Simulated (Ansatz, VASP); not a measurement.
**CaSe: VASP beside Ansatz**

```xyz
2
Lattice="0.0000 2.8105 2.8105 2.8105 0.0000 2.8105 2.8105 2.8105 0.0000" Properties=species:S:1:pos:R:3 pbc="T T T"
Ca    0.0000    0.0000    0.0000
Se    2.8105    2.8105    2.8105
```

Change from the starting cell: hydrostatic strain -5.3%.

Alike in both runs: task single point; functional r2SCAN; k mesh 8 × 8 × 8; no spin polarisation.

|  | VASP | Ansatz |
| --- | --- | --- |
| version | VASP 6.6.1 | Ansatz 0.2.0 |
| potentials or method | VASP PAW PBE potentials, release 64 (Ca_sv, Se) | plane waves, PAW |
| plane-wave cutoff (eV) | 520 | 500 |
| occupations | gaussian, width 0.01 eV | fixed |
| valence electrons in the cell | 16 | 26 |

|  | VASP | Ansatz | Ansatz less VASP |
| --- | --- | --- | --- |
| gap on the k mesh at the Fermi level (eV) | 2.04 | 2.04 | +0.007 |
| pressure (GPa) | 12.3 | 11.8 | -0.47 |

VASP's potentials were made for PBE, not for r2SCAN. VASP's potentials hold 16 valence electrons a cell and Ansatz's 26, so a difference there can come from the potentials and not from the codes.
